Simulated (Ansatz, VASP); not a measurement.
One calculation of CdSiP2, two programs

```
Cd P Si
1.0
    -2.84685    2.84685    5.24208
     2.84685   -2.84685    5.24208
     2.84685    2.84685   -5.24208
Cd P Si
2 4 2
Direct
  0.00000 0.00000 0.00000
  0.75000 0.25000 0.50000
  0.37500 0.42116 0.54616
  0.17116 0.62500 0.04616
  0.87500 0.82884 0.45384
  0.57884 0.12500 0.95384
  0.50000 0.50000 0.00000
  0.25000 0.75000 0.50000
```

Alike in both runs: task single point; functional PBE; k mesh 6 × 6 × 6; non-collinear spin, spin-orbit coupling.

```csv
,VASP,Ansatz
version,VASP 6.6.1,Ansatz 0.2.0
potentials or method,"VASP PAW PBE potentials, release 64 (Cd, P, Si)","plane waves, PAW"
plane-wave cutoff (eV),500,420
occupations,"gaussian, width 0.01 eV",fixed
valence electrons in the cell,52,68
```

Ansatz gave:

| Item | Value |
| --- | --- |
| pressure (GPa) | 1.5 |
| rms of the force components (eV/Å) | 0.030 |

Which values does VASP return?

Pressure (GPa): 1.6; rms of the force components (eV/Å): 0.011.

VASP's potentials hold 52 valence electrons a cell and Ansatz's 68, so a difference there can come from the potentials and not from the codes.
